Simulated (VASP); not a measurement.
# Ru (P6_3/mmc) in VASP: relaxation of cell and atoms with r2SCAN

Aim: the relaxation of cell and atoms of Ru with r2SCAN.

Everything below comes from runs of VASP 6.6.1. Logs are shortened: lines on timing, memory, paths and dates and some standing lists are left out, and cuts for length are marked.

### 1 The cell of the first run

It takes space group P6_3/mmc (No. 194, hexagonal). Conventional cell: a = 2.740 Å, b = 2.740 Å, c = 8.945 Å, α = 90.00°, β = 90.00°, γ = 120.00°. Within 3.6 Å of Ru (site symmetry -3m) lie 12 Ru at 2.74 Å. Ru (site symmetry -6m2) has 12 Ru at 2.74 Å within 3.6 Å.

### 2 Relaxation of cell and atoms, r2SCAN

POSCAR

```
Ru
1.0
    2.7402486585      0.0000000000      0.0000000000
   -1.3701243293      2.3731249510      0.0000000000
    0.0000000000      0.0000000000      8.9451908318
Ru
4
Direct
    0.0000000000      0.0000000000      0.0000000000
    0.3333333333      0.6666666667      0.2500000000
    0.0000000000      0.0000000000      0.5000000000
    0.6666666667      0.3333333333      0.7500000000
```

INCAR.step1

```
SYSTEM = Ru
PREC = Accurate ; ENCUT = 600
ISMEAR = 0 ; SIGMA = 0.1
LREAL = .False. ; LASPH = .True.
NELM = 80 ; GGA = PE
ALGO = Normal ; EDIFF = 1E-4
LWAVE = .True. ; LCHARG = .False.
```

INCAR.step2

```
SYSTEM = Ru
PREC = Accurate ; ENCUT = 600
EDIFF = 1E-6 ; ISMEAR = 0
SIGMA = 0.1 ; LREAL = .False.
LASPH = .True. ; NELM = 80
ALGO = Normal ; ISIF = 3
LWAVE = .False. ; LCHARG = .False.
METAGGA = R2SCAN ; LMIXTAU = .True.
IBRION = 2 ; NSW = 80
EDIFFG = -0.05 ; ISTART = 1
```

KPOINTS

```
Automatic mesh
0
Gamma
  12 12 2
  0 0 0
```

Potentials or basis: VASP PAW PBE potentials, release 64 (Ru_pv).

Started as:

```bash
> cat potpaw_PBE.64/Ru_pv/POTCAR > POTCAR
> cp INCAR.step1 INCAR
> mpirun -np 1 vasp_std > vasp.out
> cp INCAR.step2 INCAR
> mpirun -np 1 vasp_std > vasp.out
```

OUTCAR:

```text
SYSTEM = Ru
   PREC = Accurate
   ENCUT = 600
   EDIFF = 1E-6
   ISMEAR = 0
   LREAL = .False.
   LASPH = .True.
   NELM = 80
   ISIF = 3
   METAGGA = R2SCAN
   IBRION = 2
   NSW = 80
   EDIFFG = -0.05
   ISTART = 1

 ion  position               nearest neighbor table
   1  0.000  0.000  0.000-   2 2.74   4 2.74   4 2.74   2 2.74   4 2.74   2 2.74
   2  0.333  0.667  0.250-   1 2.74   3 2.74   1 2.74   3 2.74   1 2.74   3 2.74
   3  0.000  0.000  0.500-   2 2.74   4 2.74   4 2.74   2 2.74   4 2.74   2 2.74
   4  0.667  0.333  0.750-   1 2.74   3 2.74   1 2.74   3 2.74   1 2.74   3 2.74

  LATTYP: Found a hexagonal cell.
 ALAT       =     2.7402486585
 C/A-ratio  =     3.2643719409

  Lattice vectors:

 A1 = (   2.7402486585,   0.0000000000,   0.0000000000)
 A2 = (  -1.3701243293,   2.3731249510,   0.0000000000)
 A3 = (   0.0000000000,   0.0000000000,   8.9451908318)

Analysis of symmetry for initial positions (statically):
=====================================================================
 Subroutine PRICEL returns:
 Original cell was already a primitive cell.

 Routine SETGRP: Setting up the symmetry group for a
 hexagonal supercell.

 Subroutine GETGRP returns: Found 24 space group operations
 (whereof 12 operations were pure point group operations)
 out of a pool of 24 trial point group operations.

The static configuration has the point symmetry D_3d.
 The point group associated with its full space group is D_6h.

Analysis of symmetry for dynamics (positions and initial velocities):
=====================================================================
 Subroutine PRICEL returns:
 Original cell was already a primitive cell.

 Routine SETGRP: Setting up the symmetry group for a
 hexagonal supercell.

 Subroutine GETGRP returns: Found 24 space group operations
 (whereof 12 operations were pure point group operations)
 out of a pool of 24 trial point group operations.

The dynamic configuration has the point symmetry D_3d.
 The point group associated with its full space group is D_6h.

 Subroutine INISYM returns: Found 24 space group operations
 (whereof 12 operations are pure point group operations),
 and found     1 'primitive' translations

----------------------------------------------------------------------------------------

                                     Primitive cell

  volume of cell :      58.1702

  direct lattice vectors                    reciprocal lattice vectors
     2.740248659  0.000000000  0.000000000     0.364930386  0.210692656  0.000000000
    -1.370124329  2.373124951  0.000000000     0.000000000  0.421385313  0.000000000
     0.000000000  0.000000000  8.945190832     0.000000000  0.000000000  0.111791914

  length of vectors
     2.740248659  2.740248659  8.945190832     0.421385313  0.421385313  0.111791914

  position of ions in fractional coordinates (direct lattice)
     0.000000000  0.000000000  0.000000000
     0.333333333  0.666666667  0.250000000
     0.000000000  0.000000000  0.500000000
     0.666666667  0.333333333  0.750000000

  ion indices of the primitive-cell ions
   primitive index   ion index
                 1           1
                 2           2
                 3           3
                 4           4

----------------------------------------------------------------------------------------

 KPOINTS: Automatic mesh

Automatic generation of k-mesh.
 Grid dimensions read from file:
 generate k-points for:   12   12    2

 Generating k-lattice:

  Cartesian coordinates                     Fractional coordinates (reciprocal lattice)
     0.030410865  0.017557721  0.000000000     0.083333333  0.000000000  0.000000000
     0.000000000  0.035115443  0.000000000     0.000000000  0.083333333  0.000000000
     0.000000000  0.000000000  0.055895957     0.000000000  0.000000000  0.500000000

  Length of vectors
     0.035115443  0.035115443  0.055895957

  Shift w.r.t. Gamma in fractional coordinates (k-lattice)
     0.000000000  0.000000000  0.000000000

 Subroutine IBZKPT returns following result:
 ===========================================

 Found     38 irreducible k-points:

 Following reciprocal coordinates:
            Coordinates               Weight
  0.000000  0.000000  0.000000      1.000000
  0.083333  0.000000  0.000000      6.000000
  0.166667  0.000000  0.000000      6.000000
  0.250000  0.000000  0.000000      6.000000
  0.333333  0.000000  0.000000      6.000000
  0.416667  0.000000  0.000000      6.000000
[... 16 lines left out ...]
  0.250000  0.000000  0.500000      6.000000
  0.333333  0.000000  0.500000      6.000000
 [... further k-points ...]
   k-points           NKPTS =     38   k-points in BZ     NKDIM =     38   number of bands    NBANDS=     33
   number of dos      NEDOS =    301   number of ions     NIONS =      4
   total plane-waves  NPLWV =  41472
   dimension x,y,z NGX =    24 NGY =   24 NGZ =   72
   dimension x,y,z NGXF=    48 NGYF=   48 NGZF=  144
   ions per type =               4
   NGX,Y,Z   is equivalent  to a cutoff of  14.56, 14.56, 13.38 a.u.
   NGXF,Y,Z  is equivalent  to a cutoff of  29.12, 29.12, 26.76 a.u.
 SYSTEM =  Ru
   PREC   = accura    normal or accurate (medium, high low for compatibility)
   ISTART =      1    job   : 0-new  1-cont  2-samecut
   ICHARG =      0    charge: 1-file 2-atom 10-const
   ISPIN  =      1    spin polarized calculation?
   LNONCOLLINEAR =      F non collinear calculations
   LSORBIT =      F    spin-orbit coupling
   LASPH  =      T    aspherical Exc in radial PAW
   ENCUT  =  600.0 eV  44.10 Ry    6.64 a.u.   5.47  5.47 17.87*2*pi/ulx,y,z
   NELM   =     80;   NELMIN=  2; NELMDL=  0     # of ELM steps
   EDIFF  = 0.1E-05   stopping-criterion for ELM
   LREAL  =      F    real-space projection
   EDIFFG = -.5E-01   stopping-criterion for IOM
   NSW    =     80    number of steps for IOM
   IBRION =      2    ionic relax: 0-MD 1-quasi-New 2-CG
   NFREE  =      1    steps in history (QN), initial steepest desc. (CG)
   ISIF   =      3    stress and relaxation
   ISYM   =      2    0-nonsym 1-usesym 2-fastsym
   POTIM  = 0.5000    time-step for ionic-motion
   TEBEG  =    0.0;   TEEND  =   0.0 temperature during run
   PSTRESS=    0.0 pullay stress
   NELECT =      56.0000    total number of electrons
   NUPDOWN=      -1.0000    fix difference up-down
   EMIN   =  10.00;   EMAX   =-10.00  energy-range for DOS
   EFERMI =   0.00;   METHOD = LEGACY
   ISMEAR =     0;   SIGMA  =   0.10  broadening in eV -4-tet -1-fermi 0-gaus
   EFERMI_NEDOS =   21; number of points for ismear=-14 and -15
   IALGO  =     38    algorithm
   IMIX   =      4    mixing-type and parameters
     AMIX     =   0.40;   BMIX     =  1.00
     AMIX_MAG =   1.60;   BMIX_MAG =  1.00
  volume/ion in A,a.u.               =      14.54        98.14
  Fermi-wavevector in a.u.,A,eV,Ry     =   1.616482  3.054707 35.552199  2.613013
  Thomas-Fermi vector in A             =   2.711061
   LORBIT       =      0    0 simple, 1 ext, 2 COOP (PROOUT), +10 PAW based schemes
   METAGGA = R2SCAN    functional components
   LHFCALC =     F    Hartree Fock is set to
   AEXX    =    0.0000 exact exchange contribution
   IVDW    =     0    specifies the selected vdW correction
   LEPSILON=     F    determine dielectric tensor
   LRPA    =     F    only Hartree local field effects (RPA)
 conjugate gradient relaxation of ions
 non-spin polarized calculation
 Gauss-broadening in eV      SIGMA  =   0.10
  energy-cutoff  :      600.00
  volume of cell :       58.17
 maximum number of plane-waves:      2004
 NGX is ok and might be reduce to    24
   NGX = 11   NGY = 11   NGZ = 35

--------------------------------------- Ionic step        1  -------------------------------------------

 number of electron      56.0000002 magnetization

 Free energy of the ion-electron system (eV)
  ---------------------------------------------------
  ext. energy  EPLUGINS =         0.00000000
  ---------------------------------------------------
  free energy    TOTEN  =      -101.21774918 eV

  energy without entropy =     -101.19926116  energy(sigma->0) =     -101.20850517

------------------------ aborting loop because EDIFF is reached ----------------------------------------

  FORCE on cell =-STRESS in cart. coord.  units (eV):
  Direction    XX          YY          ZZ          XY          YZ          ZX
  --------------------------------------------------------------------------------------
  -------------------------------------------------------------------------------------
  Total       -6.7424218     -6.7424218     -7.6492157      0.0000000      0.0000000      0.0000000
  in kB     -185.7061598   -185.7061598   -210.6819357      0.0000000      0.0000000      0.0000000
  external PRESSURE =    -194.0314184 kB  Pullay stress =       0.0000000 kB
[... 175 lines left out ...]
  energy  without entropy=     -101.4497161814  energy(sigma->0) =     -101.45855936

--------------------------------------- Ionic step        6  -------------------------------------------

 number of electron      56.0000005 magnetization

 Free energy of the ion-electron system (eV)
  ---------------------------------------------------
  ext. energy  EPLUGINS =         0.00000000
  ---------------------------------------------------
  free energy    TOTEN  =      -101.46751986 eV

  energy without entropy =     -101.44931060  energy(sigma->0) =     -101.45841523

 E-fermi :  12.7063     XC(G=0): -15.4004

 val. band max:       12.6642314453   @ k =   0.1667   0.0833   0.5000
 cond. band min:      12.7365326239   @ k =   0.1667   0.1667   0.5000
 fundamental gap:      0.0723011786
 Fermi energy:        12.7062814617

 k-point     1 :       0.0000    0.0000    0.0000
  band No.  band energies     occupation
      1     -32.2964      2.00000
      2     -31.7555      2.00000
      3     -31.6990      2.00000
      4     -31.3244      2.00000
      5     -31.3244      2.00000
      6     -31.2525      2.00000
[... 853 lines left out ...]
     32      13.3304      0.00000
     33      14.1697      0.00000

 [... further k-points ...]

------------------------ aborting loop because EDIFF is reached ----------------------------------------

  FORCE on cell =-STRESS in cart. coord.  units (eV):
  Direction    XX          YY          ZZ          XY          YZ          ZX
  --------------------------------------------------------------------------------------
  -------------------------------------------------------------------------------------
  Total       -0.1030858     -0.1030858      0.1884295      0.0000000     -0.0000000      0.0000000
  in kB       -3.0392039     -3.0392039      5.5553296      0.0000000     -0.0000000      0.0000000
  external PRESSURE =      -0.1743594 kB  Pullay stress =       0.0000000 kB
[... 19 lines left out ...]
  FREE ENERGIE OF THE ION-ELECTRON SYSTEM (eV)
  ---------------------------------------------------
  free  energy   TOTEN  =      -101.4675198555 eV

  energy  without entropy=     -101.4493105954  energy(sigma->0) =     -101.45841523

 reached required accuracy - stopping structural energy minimisation
```

It took 14 min on 1 thread of Intel Xeon 6975P-C (Granite Rapids), shared host; peak memory 0.26 GiB.

What came out:

- Free energy: -101.4675 eV
- Relaxed volume: 13.59 Å³/atom
- Relaxed cell: a = 2.685 Å, b = 2.685 Å, c = 8.704 Å, α = 90.00°, β = 90.00°, γ = 120.00°
- Space group after relaxing (to 0.1 Å): P6_3/mmc (No. 194)
- Pressure after relaxing: 0.0 GPa
- Band gap on the k mesh: zero (bands 28 and 29 overlap by 3.04 eV)

Final structure:
```
Ru
1.0
     2.68496    0.00000    0.00000
    -1.34248    2.32525    0.00000
     0.00000    0.00000    8.70446
Ru
4
Direct
  0.00000 0.00000 0.00000
  0.33333 0.66667 0.25000
  0.00000 0.00000 0.50000
  0.66667 0.33333 0.75000
```

Levels at points of the mesh, in eV from the Fermi level:
```csv
k point,band 25,band 26,band 27,band 28,band 29,band 30,band 31,band 32
"(0.00, 0.00, 0.00)",-2.36,-2.24,-2.24,-0.82,-0.82,-0.06,-0.06,0.58
"(0.50, 0.00, 0.00)",-0.94,1.61,1.67,1.67,1.78,1.83,2.03,2.08
"(0.00, 0.00, 0.50)",-2.52,-2.52,-0.76,-0.76,-0.41,-0.41,-0.41,-0.41
"(0.50, 0.00, 0.50)",-0.35,-0.35,0.86,0.86,1.71,1.71,2.01,2.01
```

Caveat: the PAW data sets were made with another functional, which shifts forces and pressure a little.
